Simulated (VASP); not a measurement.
Input of a VASP 6.6.1 run:

The input POSCAR:

```
Ni
1.0
    2.3980492245      0.0000000000      0.0000000000
   -1.1990246123      2.0767715480      0.0000000000
    0.0000000000      0.0000000000      3.9896657190
Ni
2
Direct
    0.6666666667      0.3333333333      0.7500000000
    0.3333333333      0.6666666667      0.2500000000
```

The input INCAR.step1:

```
PREC = Accurate
ENCUT = 520
ISMEAR = -1
SIGMA = 0.05
LREAL = False
LASPH = True
NELM = 150
ISPIN = 2
MAGMOM = 1 1
LMAXMIX = 4
NBANDS = 21
GGA = PE
ALGO = Normal
EDIFF = 1E-4
LWAVE = True
LCHARG = False
```

The input INCAR.step2:

```
PREC = Accurate
ENCUT = 520
EDIFF = 1E-6
ISMEAR = -1
SIGMA = 0.05
LREAL = False
LASPH = True
NELM = 150
ALGO = Normal
ISIF = 2
LWAVE = False
LCHARG = True
ISPIN = 2
MAGMOM = 1 1
LORBIT = 11
LMAXMIX = 4
METAGGA = R2SCAN
LMIXTAU = True
LELF = True
LVHAR = True
NBANDS = 21
ISTART = 1
```

File KPOINTS:

```
Automatic mesh
0
Gamma
  12 12 7
```

Potentials or basis: VASP PAW PBE potentials, release 64 (Ni).

Launch:

```sh
$ cat potpaw_PBE.64/Ni/POTCAR > POTCAR
$ cp INCAR.step1 INCAR
$ mpirun -np 1 vasp_std > vasp.out
$ cp INCAR.step2 INCAR
$ mpirun -np 1 vasp_std > vasp.out
```

Question: What does it give for the site moments?

Answer: Ni +0.70 μB.

Question: What does it give for the net moment?

Answer: 1.38 μB per cell.

Question: What does it give for the pressure?

Answer: 15.2 GPa.

Stress tensor (GPa, compression positive):
```
15.91  0.00  0.00
 0.00 15.91  0.00
 0.00  0.00 13.77
```

Caveat: the PAW data sets were made with another functional, which shifts forces and pressure a little.
